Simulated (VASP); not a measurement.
# Te2Mo in VASP: single point with PBE+D3(BJ)

Aim: the single point of Te2Mo with PBE+D3(BJ).

Everything below comes from runs of VASP 6.6.1. Logs are shortened: lines on timing, memory, paths and dates and some standing lists are left out, and cuts for length are marked.

### 1 The cell of the first run

The cell holds a slab with vacuum, 6 atoms: a = 3.504 Å, b = 3.504 Å, c = 24.768 Å, α = 90.00°, β = 90.00°, γ = 120.00°.

### 2 Single point, PBE+D3(BJ)

INCAR

```
SYSTEM = Te2Mo
PREC = Accurate
ENCUT = 520
EDIFF = 1E-7
ISMEAR = 0
SIGMA = 0.05
LREAL = .False.
LASPH = .True.
NELM = 100
ALGO = Normal
ISIF = 2
LWAVE = .False.
LCHARG = .True.
LDIPOL = .True.
IDIPOL = 3
DIPOL = 0.5 0.5 0.409
GGA = PE
IVDW = 12
LELF = .True.
LVHAR = .True.
LVACPOTAV = .True.
NBANDS = 35
```

KPOINTS

```
regular mesh
0
Gamma
  9 9 1
  0 0 0
```

POSCAR

```
Te2Mo
1.0
    3.5038818256      0.0000000000      0.0000000000
   -1.7519409128      3.0344506729      0.0000000000
    0.0000000000      0.0000000000     24.7677191314
Te Mo
4 2
Direct
    0.3333333333      0.6666666667      0.1816881069
    0.3333333333      0.6666666667      0.3283708624
    0.3333333333      0.6666666667      0.4899094557
    0.3333333333      0.6666666667      0.6365917783
    0.6666666667      0.3333333333      0.2550182095
    0.6666666667      0.3333333333      0.5632611130
```

Potentials or basis: VASP PAW PBE potentials, release 64 (Te, Mo_sv).

The run is started by

```
cat potpaw_PBE.64/Te/POTCAR potpaw_PBE.64/Mo_sv/POTCAR > POTCAR
mpirun -np 1 vasp_std > vasp.out
```

OUTCAR:

```text
SYSTEM = Te2Mo
   PREC = Accurate
   ENCUT = 520
   EDIFF = 1E-7
   ISMEAR = 0
   LREAL = .False.
   LASPH = .True.
   NELM = 100
   ISIF = 2
   GGA = PE
   IVDW = 12
 IVDW          = 12

 ion  position               nearest neighbor table
   1  0.333  0.667  0.182-   5 2.72   5 2.72   5 2.72   2 3.63
   2  0.333  0.667  0.328-   5 2.72   5 2.72   5 2.72   1 3.63
   3  0.333  0.667  0.490-   6 2.72   6 2.72   6 2.72   4 3.63
   4  0.333  0.667  0.637-   6 2.72   6 2.72   6 2.72   3 3.63
   5  0.667  0.333  0.255-   1 2.72   1 2.72   1 2.72   2 2.72   2 2.72   2 2.72
   6  0.667  0.333  0.563-   4 2.72   4 2.72   4 2.72   3 2.72   3 2.72   3 2.72

  LATTYP: Found a hexagonal cell.
 ALAT       =     3.5038818256
 C/A-ratio  =     7.0686513884

  Lattice vectors:

 A1 = (   3.5038818256,   0.0000000000,   0.0000000000)
 A2 = (  -1.7519409128,   3.0344506729,   0.0000000000)
 A3 = (   0.0000000000,   0.0000000000,  24.7677191314)

Analysis of symmetry for initial positions (statically):
=====================================================================
 Subroutine PRICEL returns:
 Original cell was already a primitive cell.

 Routine SETGRP: Setting up the symmetry group for a
 hexagonal supercell.

 Subroutine GETGRP returns: Found 12 space group operations
 (whereof  6 operations were pure point group operations)
 out of a pool of 24 trial point group operations.

The static configuration has the point symmetry C_3v.
 The point group associated with its full space group is D_3h.

Analysis of symmetry for dynamics (positions and initial velocities):
=====================================================================
 Subroutine PRICEL returns:
 Original cell was already a primitive cell.

 Routine SETGRP: Setting up the symmetry group for a
 hexagonal supercell.

 Subroutine GETGRP returns: Found 12 space group operations
 (whereof  6 operations were pure point group operations)
 out of a pool of 24 trial point group operations.

The dynamic configuration has the point symmetry C_3v.
 The point group associated with its full space group is D_3h.

 Subroutine INISYM returns: Found 12 space group operations
 (whereof  6 operations are pure point group operations),
 and found     1 'primitive' translations

----------------------------------------------------------------------------------------

                                     Primitive cell

  volume of cell :     263.3392

  direct lattice vectors                    reciprocal lattice vectors
     3.503881826  0.000000000  0.000000000     0.285397753  0.164774470  0.000000000
    -1.751940913  3.034450673  0.000000000     0.000000000  0.329548939  0.000000000
     0.000000000  0.000000000 24.767719131     0.000000000  0.000000000  0.040375135

  length of vectors
     3.503881826  3.503881826 24.767719131     0.329548939  0.329548939  0.040375135

  position of ions in fractional coordinates (direct lattice)
     0.333333333  0.666666667  0.181688107
     0.333333333  0.666666667  0.328370862
     0.333333333  0.666666667  0.489909456
     0.333333333  0.666666667  0.636591778
     0.666666667  0.333333333  0.255018210
     0.666666667  0.333333333  0.563261113

  ion indices of the primitive-cell ions
   primitive index   ion index
                 1           1
                 2           2
                 3           3
                 4           4
                 5           5
                 6           6

----------------------------------------------------------------------------------------

 KPOINTS: regular mesh

Automatic generation of k-mesh.
 Grid dimensions read from file:
 generate k-points for:    9    9    1

 Generating k-lattice:

  Cartesian coordinates                     Fractional coordinates (reciprocal lattice)
     0.031710861  0.018308274  0.000000000     0.111111111 -0.000000000  0.000000000
     0.000000000  0.036616549  0.000000000     0.000000000  0.111111111  0.000000000
     0.000000000  0.000000000  0.040375135     0.000000000  0.000000000  1.000000000

  Length of vectors
     0.036616549  0.036616549  0.040375135

  Shift w.r.t. Gamma in fractional coordinates (k-lattice)
     0.000000000  0.000000000  0.000000000

 Subroutine IBZKPT returns following result:
 ===========================================

 Found     12 irreducible k-points:

 Following reciprocal coordinates:
            Coordinates               Weight
  0.000000  0.000000  0.000000      1.000000
  0.111111  0.000000  0.000000      6.000000
  0.222222  0.000000  0.000000      6.000000
  0.333333 -0.000000  0.000000      6.000000
  0.444444  0.000000  0.000000      6.000000
  0.111111  0.111111  0.000000      6.000000
  0.222222  0.111111  0.000000     12.000000
  0.333333  0.111111  0.000000     12.000000
  0.444444  0.111111  0.000000      6.000000
  0.222222  0.222222  0.000000      6.000000
  0.333333  0.222222  0.000000     12.000000
  0.333333  0.333333  0.000000      2.000000
   k-points           NKPTS =     12   k-points in BZ     NKDIM =     12   number of bands    NBANDS=     35
   number of dos      NEDOS =    301   number of ions     NIONS =      6
   total plane-waves  NPLWV = 150528
   dimension x,y,z NGX =    28 NGY =   28 NGZ =  192
   dimension x,y,z NGXF=    56 NGYF=   56 NGZF=  384
   ions per type =               4   2
   NGX,Y,Z   is equivalent  to a cutoff of  13.28, 13.28, 12.89 a.u.
   NGXF,Y,Z  is equivalent  to a cutoff of  26.57, 26.57, 25.77 a.u.
 SYSTEM =  Te2Mo
   PREC   = accura    normal or accurate (medium, high low for compatibility)
   ISTART =      0    job   : 0-new  1-cont  2-samecut
   ICHARG =      2    charge: 1-file 2-atom 10-const
   ISPIN  =      1    spin polarized calculation?
   LNONCOLLINEAR =      F non collinear calculations
   LSORBIT =      F    spin-orbit coupling
   LASPH  =      T    aspherical Exc in radial PAW
   ENCUT  =  520.0 eV  38.22 Ry    6.18 a.u.   6.51  6.51 46.05*2*pi/ulx,y,z
   NELM   =    100;   NELMIN=  2; NELMDL= -5     # of ELM steps
   EDIFF  = 0.1E-06   stopping-criterion for ELM
   LREAL  =      F    real-space projection
   EDIFFG = 0.1E-05   stopping-criterion for IOM
   NSW    =      0    number of steps for IOM
   IBRION =     -1    ionic relax: 0-MD 1-quasi-New 2-CG
   NFREE  =      0    steps in history (QN), initial steepest desc. (CG)
   ISIF   =      2    stress and relaxation
   ISYM   =      2    0-nonsym 1-usesym 2-fastsym
   POTIM  = 0.5000    time-step for ionic-motion
   TEBEG  =    0.0;   TEEND  =   0.0 temperature during run
   PSTRESS=    0.0 pullay stress
   NELECT =      52.0000    total number of electrons
   NUPDOWN=      -1.0000    fix difference up-down
   EMIN   =  10.00;   EMAX   =-10.00  energy-range for DOS
   EFERMI =   0.00;   METHOD = LEGACY
   ISMEAR =     0;   SIGMA  =   0.05  broadening in eV -4-tet -1-fermi 0-gaus
   EFERMI_NEDOS =   21; number of points for ismear=-14 and -15
   IALGO  =     38    algorithm
   IMIX   =      4    mixing-type and parameters
     AMIX     =   0.40;   BMIX     =  1.00
     AMIX_MAG =   1.60;   BMIX_MAG =  1.00
  volume/ion in A,a.u.               =      43.89       296.18
  Fermi-wavevector in a.u.,A,eV,Ry     =   0.953317  1.801508 12.365161  0.908814
  Thomas-Fermi vector in A             =   2.081961
   LORBIT       =      0    0 simple, 1 ext, 2 COOP (PROOUT), +10 PAW based schemes
   GGA     = PE    functional components
   LHFCALC =     F    Hartree Fock is set to
   AEXX    =    0.0000 exact exchange contribution
   IVDW    =    12    specifies the selected vdW correction
   LEPSILON=     F    determine dielectric tensor
   LRPA    =     F    only Hartree local field effects (RPA)
 non-spin polarized calculation
 Gauss-broadening in eV      SIGMA  =   0.05
  energy-cutoff  :      520.00
  volume of cell :      263.34
 maximum number of plane-waves:      7173
 NGX is ok and might be reduce to    28
   NGX = 13   NGY = 13   NGZ = 93

 dipolmoment           0.000000      0.000000      0.000039 electrons x Angstroem

 number of electron      51.9999999 magnetization

 dipolmoment           0.000000      0.000000     -0.000275 electrons x Angstroem

 Free energy of the ion-electron system (eV)
  ---------------------------------------------------
  ext. energy  EPLUGINS =         0.00000000
  ---------------------------------------------------
  free energy    TOTEN  =       -35.97153101 eV

  energy without entropy =      -35.97153101  energy(sigma->0) =      -35.97153101

 E-fermi :   2.7228     XC(G=0):  -6.4535

 val. band max:        2.4953865283   @ k =   0.3333   0.3333   0.0000
 cond. band min:       3.6398656341   @ k =   0.2222   0.2222   0.0000
 fundamental gap:      1.1444791058
 Fermi energy:         2.7227707526

 k-point     1 :       0.0000    0.0000    0.0000
  band No.  band energies     occupation
      1     -58.1807      2.00000
      2     -58.1777      2.00000
      3     -32.3582      2.00000
      4     -32.3553      2.00000
      5     -32.2134      2.00000
      6     -32.2134      2.00000
[... 27 lines left out ...]
     34       5.9888      0.00000
     35       6.6487      0.00000

 k-point     2 :       0.1111    0.0000    0.0000
  band No.  band energies     occupation
      1     -58.1795      2.00000
      2     -58.1765      2.00000
      3     -32.3548      2.00000
      4     -32.3518      2.00000
      5     -32.2294      2.00000
      6     -32.2264      2.00000
[... 27 lines left out ...]
     34       5.8405      0.00000
     35       6.8899      0.00000

 k-point     3 :       0.2222    0.0000    0.0000
  band No.  band energies     occupation
      1     -58.1764      2.00000
      2     -58.1735      2.00000
      3     -32.3459      2.00000
      4     -32.3430      2.00000
      5     -32.2695      2.00000
      6     -32.2665      2.00000
[... 27 lines left out ...]
     34       6.0680      0.00000
     35       7.4305      0.00000

 k-point     4 :       0.3333   -0.0000    0.0000
  band No.  band energies     occupation
      1     -58.1729      2.00000
      2     -58.1700      2.00000
      3     -32.3359      2.00000
      4     -32.3329      2.00000
      5     -32.3147      2.00000
      6     -32.3118      2.00000
[... 27 lines left out ...]
     34       6.2066      0.00000
     35       7.9163      0.00000

 k-point     5 :       0.4444    0.0000    0.0000
  band No.  band energies     occupation
      1     -58.1707      2.00000
      2     -58.1677      2.00000
      3     -32.3440      2.00000
      4     -32.3411      2.00000
      5     -32.3293      2.00000
      6     -32.3264      2.00000
[... 27 lines left out ...]
     34       6.2515      0.00000
     35       6.4716      0.00000

 k-point     6 :       0.1111    0.1111    0.0000
  band No.  band energies     occupation
      1     -58.1773      2.00000
      2     -58.1744      2.00000
      3     -32.3486      2.00000
      4     -32.3457      2.00000
      5     -32.2560      2.00000
      6     -32.2530      2.00000
[... 27 lines left out ...]
     34       6.0014      0.00000
     35       7.2806      0.00000

 k-point     7 :       0.2222    0.1111    0.0000
  band No.  band energies     occupation
      1     -58.1741      2.00000
      2     -58.1711      2.00000
      3     -32.3392      2.00000
      4     -32.3362      2.00000
      5     -32.2954      2.00000
      6     -32.2924      2.00000
[... 27 lines left out ...]
     34       6.1117      0.00000
     35       7.9724      0.00000

 k-point     8 :       0.3333    0.1111    0.0000
  band No.  band energies     occupation
      1     -58.1712      2.00000
      2     -58.1682      2.00000
      3     -32.3308      2.00000
      4     -32.3296      2.00000
      5     -32.3279      2.00000
      6     -32.3266      2.00000
[... 27 lines left out ...]
     34       6.1815      0.00000
     35       7.2864      0.00000

 k-point     9 :       0.4444    0.1111    0.0000
  band No.  band energies     occupation
      1     -58.1701      2.00000
      2     -58.1671      2.00000
      3     -32.3430      2.00000
      4     -32.3401      2.00000
      5     -32.3276      2.00000
      6     -32.3246      2.00000
[... 27 lines left out ...]
     34       6.1999      0.00000
     35       6.4126      0.00000

 k-point    10 :       0.2222    0.2222    0.0000
  band No.  band energies     occupation
      1     -58.1714      2.00000
      2     -58.1685      2.00000
      3     -32.3315      2.00000
      4     -32.3285      2.00000
      5     -32.3175      2.00000
      6     -32.3145      2.00000
[... 27 lines left out ...]
     34       6.2750      0.00000
     35       8.0968      0.00000

 k-point    11 :       0.3333    0.2222    0.0000
  band No.  band energies     occupation
      1     -58.1697      2.00000
      2     -58.1667      2.00000
      3     -32.3282      2.00000
      4     -32.3264      2.00000
      5     -32.3252      2.00000
      6     -32.3235      2.00000
[... 27 lines left out ...]
     34       6.5831      0.00000
     35       6.9628      0.00000

 k-point    12 :       0.3333    0.3333    0.0000
  band No.  band energies     occupation
      1     -58.1691      2.00000
      2     -58.1661      2.00000
      3     -32.3247      2.00000
      4     -32.3217      2.00000
      5     -32.3155      2.00000
      6     -32.3125      2.00000
[... 27 lines left out ...]
     34       6.8684      0.00000
     35       7.1554      0.00000

------------------------ aborting loop because EDIFF is reached ----------------------------------------

 Edisp (eV)   -2.68817

 E8    (eV) :    -1.2720

  FORCE on cell =-STRESS in cart. coord.  units (eV):
  Direction    XX          YY          ZZ          XY          YZ          ZX
  --------------------------------------------------------------------------------------
  -------------------------------------------------------------------------------------
  Total      -0.19010    -0.19010     0.03882     0.00000     0.00000    -0.00000
  in kB      -1.15660    -1.15660     0.23620     0.00000     0.00000    -0.00000
  external pressure =       -0.69 kB  Pullay stress =        0.00 kB

 VOLUME and BASIS-vectors are now :
 -----------------------------------------------------------------------------
  energy-cutoff  :      520.00
  volume of cell :      263.34
      direct lattice vectors                 reciprocal lattice vectors
     3.503881826  0.000000000  0.000000000     0.285397753  0.164774470  0.000000000
    -1.751940913  3.034450673  0.000000000     0.000000000  0.329548939  0.000000000
     0.000000000  0.000000000 24.767719131     0.000000000  0.000000000  0.040375135

 POSITION                                       TOTAL-FORCE (eV/Angst)
 -----------------------------------------------------------------------------------
     -0.00000      2.02297      4.50000         0.000000     -0.000000     -0.013221
     -0.00000      2.02297      8.13300         0.000000     -0.000000      0.013008
     -0.00000      2.02297     12.13394         0.000000     -0.000000     -0.013008
     -0.00000      2.02297     15.76693         0.000000     -0.000000      0.013221
      1.75194      1.01148      6.31622        -0.000000      0.000000     -0.000456
      1.75194      1.01148     13.95069        -0.000000      0.000000      0.000456
 -----------------------------------------------------------------------------------
    total drift:                               -0.000001      0.000000     -0.024310

  FREE ENERGIE OF THE ION-ELECTRON SYSTEM (eV)
  ---------------------------------------------------
  free  energy   TOTEN  =       -38.6597011566 eV

  energy  without entropy=      -38.6597011566  energy(sigma->0) =      -38.65970116

 vacuum level on the upper side and lower side of the slab         7.313         7.317
```

Run time: 2.2 min. Hardware: 1 thread of Intel Xeon 6975P-C (Granite Rapids), shared host; peak memory 0.42 GiB.

Results:

| Item | Value |
| --- | --- |
| Free energy | -38.6597 eV |
| Largest force | 0.013 eV/Å |
| Band gap on the k mesh | 1.14 eV, indirect (least direct gap 1.16 eV) |
| Dispersion energy per atom | -0.448 eV |

Forces in eV/Å, atoms in the order of the input:
```
Te   0.000  0.000 -0.013
Te   0.000  0.000  0.013
Te   0.000  0.000 -0.013
Te   0.000  0.000  0.013
Mo   0.000  0.000  0.000
Mo   0.000  0.000  0.000
```

Levels at points of the mesh, in eV from the valence-band top:
```csv
k point,band 22,band 23,band 24,band 25,band 26,band 27,band 28,band 29,band 30,band 31
"(0.00, 0.00, 0.00)",-0.85,-0.84,-0.84,-0.72,-0.31,3.14,3.14,3.21,3.21,3.43
```

Caveat: spin-orbit coupling is left out, which moves the levels of the heavy elements.
